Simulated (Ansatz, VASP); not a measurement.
Two plane-wave programs on C

```
C
1.0
    -2.42911    2.42911    2.42911
     2.42911   -2.42911    2.42911
     2.42911    2.42911   -2.42911
C
8
Direct
  0.32546 0.00000 0.00000
  0.67454 0.67454 0.67454
  0.00000 0.32546 0.00000
  0.00000 0.00000 0.32546
  0.00000 0.67454 0.00000
  0.32546 0.32546 0.32546
  0.67454 0.00000 0.00000
  0.00000 0.00000 0.67454
```

Alike in both runs: functional r2SCAN; k mesh 8 × 8 × 8; occupations gaussian, width 0.02 eV; no spin polarisation.

Ansatz relaxed the structure, and its values are those at the end. VASP's run is a single point on that final structure, the one shown.

```csv
,VASP,Ansatz
version,VASP 6.6.1,Ansatz 0.2.0
potentials or method,"VASP PAW PBE potentials, release 64 (C_h), cutoff 910 eV","scalar-relativistic, plane waves, PAW"
valence electrons in the cell,32,32
```

Ansatz gave:

- gap on the k mesh at the Fermi level (eV): 3.19
- least direct gap on the mesh (eV): 4.15
- rms of the force components (eV/Å): 0.003

Question: Estimate VASP's values.

Answer: gap on the k mesh at the Fermi level (eV): 3.19; least direct gap on the mesh (eV): 4.14; rms of the force components (eV/Å): 0.023.

VASP's potentials were made for PBE, not for r2SCAN. With one functional, cell and mesh, what is left measures potentials, basis and numerics.

Noted on VASP's run: the cutoff is short for stress, so the pressure is rough.
